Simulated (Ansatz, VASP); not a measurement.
## Two plane-wave programs on InGaAs2

Contents of POSCAR:

```
InGaAs2
1.0
    4.3440774637      0.0000000000      0.0000000000
    0.0000000000      4.3440774637      0.0000000000
    0.0000000000      0.0000000000      5.6397688439
In Ga As
1 1 2
Direct
    0.0000000000      0.0000000000      0.5000000000
    0.5000000000      0.5000000000      0.0000000000
    0.5000000000      0.0000000000      0.7684750000
    0.0000000000      0.5000000000      0.2315250000
```

File INCAR.step1:

```
SYSTEM = InGaAs2
PREC     = Accurate       ! precision mode
ENCUT    = 520            ! plane-wave cutoff, eV
ISMEAR   = 0              ! smearing method
SIGMA    = 0.03           ! smearing width, eV
LREAL    = .False.        ! projectors in reciprocal space
LASPH    = .True.         ! aspherical terms in the spheres
NELM     = 80             ! most SCF steps
NBANDS   = 26             ! bands
GGA      = PE             ! functional
ALGO     = Normal         ! electronic algorithm
EDIFF    = 1E-4           ! SCF threshold, eV
LWAVE    = .True.         ! write WAVECAR
LCHARG   = .False.        ! write CHGCAR
```

Contents of INCAR.step2:

```
SYSTEM = InGaAs2
PREC     = Accurate       ! precision mode
ENCUT    = 520            ! plane-wave cutoff, eV
EDIFF    = 1E-7           ! SCF threshold, eV
ISMEAR   = 0              ! smearing method
SIGMA    = 0.03           ! smearing width, eV
LREAL    = .False.        ! projectors in reciprocal space
LASPH    = .True.         ! aspherical terms in the spheres
NELM     = 80             ! most SCF steps
ALGO     = Normal         ! electronic algorithm
ISIF     = 2              ! what is computed and relaxed
LWAVE    = .False.        ! write WAVECAR
LCHARG   = .False.        ! write CHGCAR
METAGGA  = R2SCAN         ! meta-GGA
LMIXTAU  = .True.       
NBANDS   = 26             ! bands
ISTART   = 1
```

Contents of KPOINTS:

```
Automatic mesh
0
Gamma
  10 10 6
  0 0 0
```

Input for Ansatz:

```yaml
crystal:
  lattice:
    - [4.3440774637, 0.0, 0.0]
    - [0.0, 4.3440774637, 0.0]
    - [0.0, 0.0, 5.6397688439]
  atoms:
    - { symbol: In, position: [0.0, 0.0, 0.5] }
    - { symbol: Ga, position: [0.5, 0.5, 0.0] }
    - { symbol: As, position: [0.5, 0.0, 0.768475] }
    - { symbol: As, position: [0.0, 0.5, 0.231525] }
basis:
  ecutwfc: 500
kpoints:
  mp_grid: { grid: [10, 10, 6] }
hamiltonian:
  xc: r2scan
scf:
  occupations: { method: gaussian, width: 0.03 }
output:
  forces: true
  stress: true
  eigenvalues: true
```

Alike in both runs: task single point; functional r2SCAN; k mesh 10 × 10 × 6; occupations gaussian, width 0.03 eV; no spin polarisation.

```csv
,VASP,Ansatz
version,VASP 6.6.1,Ansatz 0.2.0
potentials or method,"VASP PAW PBE potentials, release 64 (In_d, Ga_d, As), cutoff 520 eV","scalar-relativistic, plane waves, PAW"
valence electrons in the cell,36,56
```

|  | VASP | Ansatz | Ansatz less VASP |
| --- | --- | --- | --- |
| gap on the k mesh at the Fermi level (eV) | 0.13 | 0.12 | -0.011 |
| least direct gap on the mesh (eV) | 0.13 | 0.12 | -0.011 |
| pressure (GPa) | -2.4 | -2.4 | -0.02 |
| traceless stress, the component that is largest in VASP (GPa) | 2.53 | 2.56 | +0.034 |
| rms of the force components (eV/Å) | 0.029 | 0.030 | +0.0008 |

VASP's potentials were made for PBE, not for r2SCAN. Atom by atom the forces differ by 0.001 eV/Å (rms over components). The functional is the same, so the differences come from potentials, cutoffs and numerics. VASP's potentials hold 36 valence electrons a cell and Ansatz's 56, so a difference there can come from the potentials and not from the codes.
